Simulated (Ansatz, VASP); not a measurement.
One calculation of Os, two programs

```
Os
1.0
     1.36216    0.78644    6.49736
    -1.36216    0.78644    6.49736
     0.00000   -1.57289    6.49736
Os
3
Cartesian
  0.0000 0.0000 0.0000
  0.0000 0.0000 4.3015
  0.0000 0.0000 15.1906
```

Alike in both runs: functional PBEsol; k mesh 9 × 9 × 9; occupations gaussian, width 0.1 eV; no spin polarisation.

Ansatz relaxed the structure, and its values are those at the end. VASP's run is a single point on that final structure, the one shown.

|  | VASP | Ansatz |
| --- | --- | --- |
| version | VASP 6.6.1 | Ansatz 0.2.0 |
| potentials or method | VASP PAW PBE potentials, release 64 (Os), cutoff 520 eV | scalar-relativistic, plane waves, PAW |
| valence electrons in the cell | 24 | 48 |

VASP gave:

- gap on the k mesh at the Fermi level (eV): none
- pressure (GPa): 0.5

**Question.** Estimate Ansatz's values.

**Answer.** gap on the k mesh at the Fermi level (eV): none; pressure (GPa): 0.0.

VASP's potentials were made for PBE, not for PBEsol. A gap of «none» marks a metal or a gap that the smearing closes. VASP's potentials hold 24 valence electrons a cell and Ansatz's 48, so a difference there can come from the potentials and not from the codes.

Spin-orbit coupling is off throughout.
